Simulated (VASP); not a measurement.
Input of a VASP 6.6.1 run:

File POSCAR:

```
HfO2
1.0
    0.0000000000      2.5291823175      2.5291823175
    2.5291823175      0.0000000000      2.5291823175
    2.5291823175      2.5291823175      0.0000000000
Hf O
1 2
Direct
    0.0000000000      0.0000000000      0.0000000000
    0.2500000000      0.2500000000      0.2500000000
    0.7500000000      0.7500000000      0.7500000000
```

Contents of INCAR.step1:

```
ALGO     = Normal         # electronic algorithm
EDIFF    = 1E-4           # SCF threshold, eV
ENCUT    = 520            # plane-wave cutoff, eV
GGA      = PE             # functional
ISMEAR   = 0              # smearing method
LASPH    = True           # aspherical terms in the spheres
LCHARG   = False          # write CHGCAR
LREAL    = False          # projectors in reciprocal space
LWAVE    = True           # write WAVECAR
NBANDS   = 18             # bands
NELM     = 100            # most SCF steps
PREC     = Accurate       # precision mode
SIGMA    = 0.01           # smearing width, eV
```

The input INCAR.step2:

```
ALGO     = Normal         # electronic algorithm
EDIFF    = 1E-7           # SCF threshold, eV
ENCUT    = 520            # plane-wave cutoff, eV
ISIF     = 2              # what is computed and relaxed
ISMEAR   = 0              # smearing method
ISTART   = 1            
LASPH    = True           # aspherical terms in the spheres
LCHARG   = False          # write CHGCAR
LMIXTAU  = True         
LREAL    = False          # projectors in reciprocal space
LWAVE    = False          # write WAVECAR
METAGGA  = R2SCAN         # meta-GGA
NBANDS   = 18             # bands
NELM     = 100            # most SCF steps
PREC     = Accurate       # precision mode
SIGMA    = 0.01           # smearing width, eV
```

KPOINTS

```
k-points
0
Gamma
  8 8 8
```

Potentials or basis: VASP PAW PBE potentials, release 64 (Hf_pv, O).

Run with:

```bash
$ cat potpaw_PBE.64/Hf_pv/POTCAR potpaw_PBE.64/O/POTCAR > POTCAR
$ cp INCAR.step1 INCAR
$ mpirun -np 1 vasp_std > vasp.out
$ cp INCAR.step2 INCAR
$ mpirun -np 1 vasp_std > vasp.out
```

Problem. Estimate the band gap on the k mesh.

Solution. 4.31 eV, direct.

Problem. What does it give for the pressure?

Solution. -4.0 GPa.

Caveat: the PAW data sets were made with another functional, which shifts forces and pressure a little; spin-orbit coupling is left out, which moves the levels of the heavy elements. r2SCAN opens gaps a little over a GGA but as a rule still falls short of measured ones.
